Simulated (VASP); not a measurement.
# InRu2 (P4/mmm) in VASP: a series of runs

Runs on InRu2. Level: PBE. Tasks: single point, relaxation of cell and atoms.

Everything below comes from runs of VASP 6.6.1. Logs are shortened: lines on timing, memory, paths and dates and some standing lists are left out, and cuts for length are marked.

## Step 1: The cell of the first run

The structure is tetragonal, space group P4/mmm (No. 123). The conventional cell has a = 2.893 Å, b = 2.893 Å, c = 5.527 Å, α = 90.00°, β = 90.00°, γ = 90.00°. In (site symmetry 4/mmm) has 8 Ru at 2.53 Å and 4 In at 2.89 Å within 3.3 Å. Within 3.3 Å of Ru (site symmetry 4mm) lie 4 In at 2.53 Å and 6 Ru at 2.54 to 2.98 Å.

## Step 2: Single point, PBE

File INCAR:

```
  ALGO = Normal
  EDIFF = 1E-7
  ENCUT = 520
  GGA = PE
  ISIF = 2
  ISMEAR = 0
  LASPH = T
  LCHARG = F
  LREAL = F
  LWAVE = F
  NBANDS = 28
  NELM = 100
  PREC = Accurate
  SIGMA = 0.1
```

File KPOINTS:

```
k-points
0
Gamma
  6 6 4
```

File POSCAR:

```
InRu2
1.0
    2.8930400500      0.0000000000      0.0000000000
    0.0000000000      2.8930400500      0.0000000000
    0.0000000000      0.0000000000      5.5273877300
In Ru
1 2
Direct
    0.0000000000      0.0000000000      0.0000000000
    0.5000000000      0.5000000000      0.2700000100
    0.5000000000      0.5000000000      0.7299999900
```

Potentials or basis: VASP PAW PBE potentials, release 64 (In_d, Ru_pv).

Command:

```sh
$ cat potpaw_PBE.64/In_d/POTCAR potpaw_PBE.64/Ru_pv/POTCAR > POTCAR
$ mpirun -np 1 vasp_std > vasp.out
```

OUTCAR:

```text
EDIFF = 1E-7
   ENCUT = 520
   GGA = PE
   ISIF = 2
   ISMEAR = 0
   LASPH = T
   LREAL = F
   NELM = 100
   PREC = Accurate

 ion  position               nearest neighbor table
   1  0.000  0.000  0.000-   2 2.53   3 2.53   2 2.53   3 2.53   2 2.53   3 2.53   2 2.53   3 2.53

   2  0.500  0.500  0.270-   1 2.53   1 2.53   1 2.53   1 2.53   3 2.54   3 2.98
   3  0.500  0.500  0.730-   1 2.53   1 2.53   1 2.53   1 2.53   2 2.54   2 2.98

  LATTYP: Found a simple tetragonal cell.
 ALAT       =     2.8930400500
 C/A-ratio  =     1.9105811307

  Lattice vectors:

 A1 = (   2.8930400500,   0.0000000000,   0.0000000000)
 A2 = (   0.0000000000,   2.8930400500,   0.0000000000)
 A3 = (   0.0000000000,   0.0000000000,   5.5273877300)

Analysis of symmetry for initial positions (statically):
=====================================================================
 Subroutine PRICEL returns:
 Original cell was already a primitive cell.

 Routine SETGRP: Setting up the symmetry group for a
 simple tetragonal supercell.

 Subroutine GETGRP returns: Found 16 space group operations
 (whereof 16 operations were pure point group operations)
 out of a pool of 16 trial point group operations.

The static configuration has the point symmetry D_4h.

Analysis of symmetry for dynamics (positions and initial velocities):
=====================================================================
 Subroutine PRICEL returns:
 Original cell was already a primitive cell.

 Routine SETGRP: Setting up the symmetry group for a
 simple tetragonal supercell.

 Subroutine GETGRP returns: Found 16 space group operations
 (whereof 16 operations were pure point group operations)
 out of a pool of 16 trial point group operations.

The dynamic configuration has the point symmetry D_4h.

 Subroutine INISYM returns: Found 16 space group operations
 (whereof 16 operations are pure point group operations),
 and found     1 'primitive' translations

----------------------------------------------------------------------------------------

                                     Primitive cell

  volume of cell :      46.2625

  direct lattice vectors                    reciprocal lattice vectors
     2.893040050  0.000000000  0.000000000     0.345657157  0.000000000  0.000000000
     0.000000000  2.893040050  0.000000000     0.000000000  0.345657157  0.000000000
     0.000000000  0.000000000  5.527387730     0.000000000  0.000000000  0.180917288

  length of vectors
     2.893040050  2.893040050  5.527387730     0.345657157  0.345657157  0.180917288

  position of ions in fractional coordinates (direct lattice)
     0.000000000  0.000000000  0.000000000
     0.500000000  0.500000000  0.270000010
     0.500000000  0.500000000  0.729999990

  ion indices of the primitive-cell ions
   primitive index   ion index
                 1           1
                 2           2
                 3           3

----------------------------------------------------------------------------------------

 KPOINTS: k-points

Automatic generation of k-mesh.
 Grid dimensions read from file:
 generate k-points for:    6    6    4

 Generating k-lattice:

  Cartesian coordinates                     Fractional coordinates (reciprocal lattice)
     0.057609526  0.000000000  0.000000000     0.166666667  0.000000000  0.000000000
     0.000000000  0.057609526  0.000000000     0.000000000  0.166666667  0.000000000
     0.000000000  0.000000000  0.045229322     0.000000000  0.000000000  0.250000000

  Length of vectors
     0.057609526  0.057609526  0.045229322

  Shift w.r.t. Gamma in fractional coordinates (k-lattice)
     0.000000000  0.000000000  0.000000000

 Subroutine IBZKPT returns following result:
 ===========================================

 Found     30 irreducible k-points:

 Following reciprocal coordinates:
            Coordinates               Weight
  0.000000  0.000000  0.000000      1.000000
  0.166667  0.000000  0.000000      4.000000
  0.333333  0.000000  0.000000      4.000000
  0.500000  0.000000  0.000000      2.000000
  0.166667  0.166667  0.000000      4.000000
  0.333333  0.166667  0.000000      8.000000
[... 16 lines left out ...]
  0.333333  0.000000  0.500000      4.000000
  0.500000  0.000000  0.500000      2.000000
 [... further k-points ...]
   k-points           NKPTS =     30   k-points in BZ     NKDIM =     30   number of bands    NBANDS=     28
   number of dos      NEDOS =    301   number of ions     NIONS =      3
   total plane-waves  NPLWV =  24192
   dimension x,y,z NGX =    24 NGY =   24 NGZ =   42
   dimension x,y,z NGXF=    48 NGYF=   48 NGZF=   84
   ions per type =               1   2
   NGX,Y,Z   is equivalent  to a cutoff of  13.79, 13.79, 12.63 a.u.
   NGXF,Y,Z  is equivalent  to a cutoff of  27.58, 27.58, 25.26 a.u.
 SYSTEM =  unknown system
   PREC   = accura    normal or accurate (medium, high low for compatibility)
   ISTART =      0    job   : 0-new  1-cont  2-samecut
   ICHARG =      2    charge: 1-file 2-atom 10-const
   ISPIN  =      1    spin polarized calculation?
   LNONCOLLINEAR =      F non collinear calculations
   LSORBIT =      F    spin-orbit coupling
   LASPH  =      T    aspherical Exc in radial PAW
   ENCUT  =  520.0 eV  38.22 Ry    6.18 a.u.   5.38  5.38 10.28*2*pi/ulx,y,z
   NELM   =    100;   NELMIN=  2; NELMDL= -5     # of ELM steps
   EDIFF  = 0.1E-06   stopping-criterion for ELM
   LREAL  =      F    real-space projection
   EDIFFG = 0.1E-05   stopping-criterion for IOM
   NSW    =      0    number of steps for IOM
   IBRION =     -1    ionic relax: 0-MD 1-quasi-New 2-CG
   NFREE  =      0    steps in history (QN), initial steepest desc. (CG)
   ISIF   =      2    stress and relaxation
   ISYM   =      2    0-nonsym 1-usesym 2-fastsym
   POTIM  = 0.5000    time-step for ionic-motion
   TEBEG  =    0.0;   TEEND  =   0.0 temperature during run
   PSTRESS=    0.0 pullay stress
   NELECT =      41.0000    total number of electrons
   NUPDOWN=      -1.0000    fix difference up-down
   EMIN   =  10.00;   EMAX   =-10.00  energy-range for DOS
   EFERMI =   0.00;   METHOD = LEGACY
   ISMEAR =     0;   SIGMA  =   0.10  broadening in eV -4-tet -1-fermi 0-gaus
   EFERMI_NEDOS =   21; number of points for ismear=-14 and -15
   IALGO  =     38    algorithm
   IMIX   =      4    mixing-type and parameters
     AMIX     =   0.40;   BMIX     =  1.00
     AMIX_MAG =   1.60;   BMIX_MAG =  1.00
  volume/ion in A,a.u.               =      15.42       104.06
  Fermi-wavevector in a.u.,A,eV,Ry     =   1.572509  2.971611 33.644282  2.472785
  Thomas-Fermi vector in A             =   2.673933
   LORBIT       =      0    0 simple, 1 ext, 2 COOP (PROOUT), +10 PAW based schemes
   GGA     = PE    functional components
   LHFCALC =     F    Hartree Fock is set to
   AEXX    =    0.0000 exact exchange contribution
   IVDW    =     0    specifies the selected vdW correction
   LEPSILON=     F    determine dielectric tensor
   LRPA    =     F    only Hartree local field effects (RPA)
 non-spin polarized calculation
 Gauss-broadening in eV      SIGMA  =   0.10
  energy-cutoff  :      520.00
  volume of cell :       46.26
 maximum number of plane-waves:      1267
 NGX is ok and might be reduce to    24
   NGX = 11   NGY = 11   NGZ = 21

 number of electron      41.0000015 magnetization

 Free energy of the ion-electron system (eV)
  ---------------------------------------------------
  ext. energy  EPLUGINS =         0.00000000
  ---------------------------------------------------
  free energy    TOTEN  =       -16.80964620 eV

  energy without entropy =      -16.77997207  energy(sigma->0) =      -16.79480913

 E-fermi :  11.5837     XC(G=0): -13.0253

 val. band max:       11.5768417045   @ k =   0.3333   0.1667   0.5000
 cond. band min:      11.5852086215   @ k =   0.3333   0.0000   0.0000
 fundamental gap:      0.0083669170
 Fermi energy:        11.5836804019

 k-point     1 :       0.0000    0.0000    0.0000
  band No.  band energies     occupation
      1     -31.0756      2.00000
      2     -30.5103      2.00000
      3     -30.5103      2.00000
      4     -30.5034      2.00000
      5     -30.4598      2.00000
      6     -30.4598      2.00000
[... 20 lines left out ...]
     27      23.4680      0.00000
     28      23.4697      0.00000

 k-point     2 :       0.1667    0.0000    0.0000
  band No.  band energies     occupation
      1     -31.0655      2.00000
      2     -30.5848      2.00000
      3     -30.5286      2.00000
      4     -30.5050      2.00000
      5     -30.4983      2.00000
      6     -30.4532      2.00000
[... 20 lines left out ...]
     27      23.4693      0.00000
     28      24.1420      0.00000

 k-point     3 :       0.3333    0.0000    0.0000
  band No.  band energies     occupation
      1     -31.0450      2.00000
      2     -30.7316      2.00000
      3     -30.6636      2.00000
      4     -30.4945      2.00000
      5     -30.4889      2.00000
      6     -30.4399      2.00000
[... 20 lines left out ...]
     27      21.9756      0.00000
     28      23.4716      0.00000

 k-point     4 :       0.5000    0.0000    0.0000
  band No.  band energies     occupation
      1     -31.0346      2.00000
      2     -30.8040      2.00000
      3     -30.7302      2.00000
      4     -30.4892      2.00000
      5     -30.4840      2.00000
      6     -30.4332      2.00000
[... 578 lines left out ...]
     27      22.5337      0.00000
     28      23.0118      0.00000

 k-point    23 :       0.3333    0.0000    0.5000
  band No.  band energies     occupation
      1     -30.9346      2.00000
      2     -30.7141      2.00000
      3     -30.6823      2.00000
      4     -30.6041      2.00000
      5     -30.4832      2.00000
      6     -30.4512      2.00000
[... 20 lines left out ...]
     27      21.9653      0.00000
     28      23.4713      0.00000

 k-point    24 :       0.5000    0.0000    0.5000
  band No.  band energies     occupation
      1     -30.9281      2.00000
      2     -30.7829      2.00000
      3     -30.7514      2.00000
      4     -30.5963      2.00000
      5     -30.4763      2.00000
      6     -30.4462      2.00000
[... 20 lines left out ...]
     27      22.9501      0.00000
     28      23.4713      0.00000

 [... further k-points ...]
[... 5 lines left out ...]
  --------------------------------------------------------------------------------------
  -------------------------------------------------------------------------------------
  Total       12.8132038     12.8132038      9.9247304      0.0000000      0.0000000     -0.0000000
  in kB      443.7511540    443.7511540    343.7165774      0.0000000      0.0000000     -0.0000000
  external PRESSURE =     410.4062951 kB  Pullay stress =       0.0000000 kB

 VOLUME and BASIS-vectors are now :
 -----------------------------------------------------------------------------
  energy-cutoff  :      520.00
  volume of cell :       46.26
      direct lattice vectors                 reciprocal lattice vectors
     2.893040050  0.000000000  0.000000000     0.345657157  0.000000000  0.000000000
     0.000000000  2.893040050  0.000000000     0.000000000  0.345657157  0.000000000
     0.000000000  0.000000000  5.527387730     0.000000000  0.000000000  0.180917288

 POSITION                                       TOTAL-FORCE (eV/Angst)
 -----------------------------------------------------------------------------------
      0.00000      0.00000      0.00000        -0.000000     -0.000000      0.000000
      1.44652      1.44652      1.49239        -0.000000     -0.000000      5.562303
      1.44652      1.44652      4.03499         0.000000      0.000000     -5.562303
 -----------------------------------------------------------------------------------
    total drift:                                0.000000     -0.000000      0.000000

  FREE ENERGIE OF THE ION-ELECTRON SYSTEM (eV)
  ---------------------------------------------------
  free  energy   TOTEN  =       -16.8096461987 eV

  energy  without entropy=      -16.7799720692  energy(sigma->0) =      -16.79480913
```

Wall time 15 s (1 thread of Intel Xeon 6975P-C (Granite Rapids), shared host); peak memory 0.17 GiB.

What came out:

```yaml
Free_energy: -16.8096 eV
Pressure: 41.0 GPa
Largest_force: 5.562 eV/Å
```

Forces in eV/Å, atoms in the order of the input:
```
In   0.000  0.000  0.000
Ru   0.000  0.000  5.562
Ru   0.000  0.000 -5.562
```

Caveat: the k points lie up to 0.36 Å⁻¹ apart; spin-orbit coupling is left out, which moves the levels of the heavy elements; forces of over 1 eV/Å act on the atoms, so gaps and moduli don't describe the material at rest.

## Step 3: Single point, PBE

This run uses another cell than the first one, of 17.41 Å³/atom, 1.129 times its volume.

File INCAR:

```
SYSTEM = InRu2
ALGO = Normal
EDIFF = 1E-6
ENCUT = 520
GGA = PE
ISIF = 2
ISMEAR = 0
LASPH = .TRUE.
LCHARG = .FALSE.
LREAL = .FALSE.
LWAVE = .FALSE.
NBANDS = 28
NELM = 100
PREC = Accurate
SIGMA = 0.1
```

File KPOINTS:

```
k-points
0
G
  6 6 4
  0 0 0
```

File POSCAR:

```
InRu2
1.0
    2.8541215065      0.0000000000      0.0000000000
    0.0000000000      2.8541215065      0.0000000000
    0.0000000000      0.0000000000      6.4103472636
In Ru
1 2
Direct
    0.0000000000      0.0000000000      0.0000000000
    0.5000000000      0.5000000000      0.3267045640
    0.5000000000      0.5000000000      0.6732954360
```

Potentials or basis: VASP PAW PBE potentials, release 64 (In_d, Ru_pv).

Command:

```sh
$ cat potpaw_PBE.64/In_d/POTCAR potpaw_PBE.64/Ru_pv/POTCAR > POTCAR
$ mpirun -np 1 vasp_std > vasp.out
```

OUTCAR:

```text
SYSTEM = InRu2
   EDIFF = 1E-6
   ENCUT = 520
   GGA = PE
   ISIF = 2
   ISMEAR = 0
   LASPH = .TRUE.
   LREAL = .FALSE.
   NELM = 100
   PREC = Accurate

 ion  position               nearest neighbor table
   1  0.000  0.000  0.000-   2 2.91   3 2.91   2 2.91   3 2.91   2 2.91   3 2.91   2 2.91   3 2.91

   2  0.500  0.500  0.327-   3 2.22   1 2.91   1 2.91   1 2.91   1 2.91
   3  0.500  0.500  0.673-   2 2.22   1 2.91   1 2.91   1 2.91   1 2.91

  LATTYP: Found a simple tetragonal cell.
 ALAT       =     2.8541215065
 C/A-ratio  =     2.2459966224

  Lattice vectors:

 A1 = (   2.8541215065,   0.0000000000,   0.0000000000)
 A2 = (   0.0000000000,   2.8541215065,   0.0000000000)
 A3 = (   0.0000000000,   0.0000000000,   6.4103472636)

Analysis of symmetry for initial positions (statically):
=====================================================================
 Subroutine PRICEL returns:
 Original cell was already a primitive cell.

 Routine SETGRP: Setting up the symmetry group for a
 simple tetragonal supercell.

 Subroutine GETGRP returns: Found 16 space group operations
[... 159 lines left out ...]

 Free energy of the ion-electron system (eV)
  ---------------------------------------------------
  ext. energy  EPLUGINS =         0.00000000
  ---------------------------------------------------
  free energy    TOTEN  =       -18.98079538 eV

  energy without entropy =      -18.96515288  energy(sigma->0) =      -18.97297413

 E-fermi :  10.3383     XC(G=0): -12.4310

 val. band max:       10.3360200320   @ k =   0.1667   0.1667   0.2500
 cond. band min:      10.3832399998   @ k =   0.1667   0.1667   0.2500
 fundamental gap:      0.0472199677
 Fermi energy:        10.3382918884

 k-point     1 :       0.0000    0.0000    0.0000
  band No.  band energies     occupation
      1     -33.5429      2.00000
      2     -32.1743      2.00000
      3     -32.1743      2.00000
      4     -32.1282      2.00000
      5     -32.0053      2.00000
      6     -32.0053      2.00000
[... 733 lines left out ...]
     27      16.8521      0.00000
     28      19.6790      0.00000

 [... further k-points ...]
[... 5 lines left out ...]
  --------------------------------------------------------------------------------------
  -------------------------------------------------------------------------------------
  Total       -0.0256372     -0.0256372      0.3848009      0.0000000      0.0000000      0.0000000
  in kB       -0.7866006     -0.7866006     11.8064718      0.0000000      0.0000000      0.0000000
  external PRESSURE =       3.4110902 kB  Pullay stress =       0.0000000 kB

 VOLUME and BASIS-vectors are now :
 -----------------------------------------------------------------------------
  energy-cutoff  :      520.00
  volume of cell :       52.22
      direct lattice vectors                 reciprocal lattice vectors
     2.854121506  0.000000000  0.000000000     0.350370507  0.000000000  0.000000000
     0.000000000  2.854121506  0.000000000     0.000000000  0.350370507  0.000000000
     0.000000000  0.000000000  6.410347264     0.000000000  0.000000000  0.155997789

 POSITION                                       TOTAL-FORCE (eV/Angst)
 -----------------------------------------------------------------------------------
      0.00000      0.00000      0.00000         0.000000      0.000000      0.000000
      1.42706      1.42706      2.09429         0.000000      0.000000     -0.125251
      1.42706      1.42706      4.31606         0.000000      0.000000      0.125251
 -----------------------------------------------------------------------------------
    total drift:                                0.000000     -0.000000      0.000000

  FREE ENERGIE OF THE ION-ELECTRON SYSTEM (eV)
  ---------------------------------------------------
  free  energy   TOTEN  =       -18.9807953793 eV

  energy  without entropy=      -18.9651528818  energy(sigma->0) =      -18.97297413
```

Wall time 14 s (1 thread of Intel Xeon 6975P-C (Granite Rapids), shared host); peak memory 0.18 GiB.

Results:

- Free energy: -18.9808 eV
- Pressure: 0.3 GPa
- Largest force: 0.125 eV/Å

Forces in eV/Å, atoms in the order of the input:
```
In   0.000  0.000  0.000
Ru   0.000  0.000 -0.125
Ru   0.000  0.000  0.125
```

Stress tensor (GPa, compression positive):
```
-0.08  0.00  0.00
 0.00 -0.08  0.00
 0.00  0.00  1.18
```

Levels at points of the mesh, in eV from the Fermi level:
| k point | band 18 | band 19 | band 20 | band 21 | band 22 | band 23 | band 24 | band 25 |
| --- | --- | --- | --- | --- | --- | --- | --- | --- |
| (0.00, 0.00, 0.00) | -2.27 | -2.27 | -1.01 | 0.34 | 0.60 | 0.60 | 0.77 | 8.92 |
| (0.50, 0.00, 0.00) | -1.90 | -1.22 | -0.88 | -0.49 | 0.69 | 1.11 | 3.16 | 4.03 |
| (0.50, 0.50, 0.00) | -0.90 | 0.14 | 0.14 | 1.31 | 1.43 | 1.79 | 2.21 | 5.08 |
| (0.00, 0.00, 0.50) | -2.11 | -2.11 | 0.23 | 0.26 | 0.26 | 0.33 | 0.78 | 6.89 |
| (0.50, 0.00, 0.50) | -1.92 | -1.13 | -1.13 | -0.59 | 0.72 | 1.47 | 2.50 | 4.24 |
| (0.50, 0.50, 0.50) | -2.96 | 0.44 | 1.44 | 1.79 | 2.73 | 2.94 | 2.94 | 4.39 |

Caveat: the k points lie up to 0.37 Å⁻¹ apart; spin-orbit coupling is left out, which moves the levels of the heavy elements.

(Part 1 of 2 ends here.)
